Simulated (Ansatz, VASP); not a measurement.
## C2O: VASP beside Ansatz

File INCAR:

```
SYSTEM = C2O
  PREC = Accurate
  ENCUT = 600
  EDIFF = 1E-6
  ISMEAR = 0
  SIGMA = 0.1
  LREAL = .FALSE.
  LASPH = .TRUE.
  NELM = 100
  ALGO = Normal
  ISIF = 3
  LWAVE = .FALSE.
  LCHARG = .FALSE.
  GGA = PS
  IBRION = 2
  NSW = 80
  EDIFFG = -0.01
```

KPOINTS

```
Automatic mesh
0
G
  10 10 10
  0 0 0
```

Contents of POSCAR:

```
C2O
1.0
    3.7351462060      0.0000000000      0.0000000000
    0.0000000000      3.7351462060      0.0000000000
    0.0000000000      0.0000000000      3.7351462060
C O
4 2
Direct
    0.2500000000      0.2500000000      0.2500000000
    0.7500000000      0.7500000000      0.2500000000
    0.2500000000      0.7500000000      0.7500000000
    0.7500000000      0.2500000000      0.7500000000
    0.0000000000      0.0000000000      0.0000000000
    0.5000000000      0.5000000000      0.5000000000
```

Input for Ansatz:

```yaml
crystal:
  lattice:
    - [3.735146206, 0.0, 0.0]
    - [0.0, 3.735146206, 0.0]
    - [0.0, 0.0, 3.735146206]
  atoms:
    - { symbol: C, position: [0.25, 0.25, 0.25] }
    - { symbol: C, position: [0.75, 0.75, 0.25] }
    - { symbol: C, position: [0.25, 0.75, 0.75] }
    - { symbol: C, position: [0.75, 0.25, 0.75] }
    - { symbol: O, position: [0.0, 0.0, 0.0] }
    - { symbol: O, position: [0.5, 0.5, 0.5] }
basis:
  ecutwfc: 420
kpoints:
  mp_grid: { grid: [10, 10, 10] }
hamiltonian:
  xc: pbesol
scf:
  occupations: { method: gaussian, width: 0.1 }
output:
  forces: true
  stress: true
  eigenvalues: true
  write_density: true
  write_potential: true
  elf: true
  volumetric_format: npy
relax:
  adjacent_minimum: "off"
  f_tol: 0.01
  max_steps: 60
  cell: { stress_tol: 0.1 }
```

Alike in both runs: task relaxation of cell and atoms; functional PBEsol; k mesh 10 × 10 × 10; occupations gaussian, width 0.1 eV; no spin polarisation.

|  | VASP | Ansatz |
| --- | --- | --- |
| version | VASP 6.6.1 | Ansatz 0.2.0 |
| potentials or method | VASP PAW PBE potentials, release 64 (C, O), cutoff 600 eV | scalar-relativistic, plane waves, PAW |
| valence electrons in the cell | 28 | 28 |

|  | VASP | Ansatz | Ansatz less VASP |
| --- | --- | --- | --- |
| gap on the k mesh at the Fermi level, each at its own relaxed structure (eV) | none | none | - |
| relaxed volume (Å³/atom) | 8.71 | 8.74 | +0.028 |
| relaxed length of the cell vector where the two differ most in proportion (Å) | 3.739 | 3.743 | +0.0040 |

VASP's potentials were made for PBE, not for PBEsol. A gap of «none» marks a metal or a gap that the smearing closes.
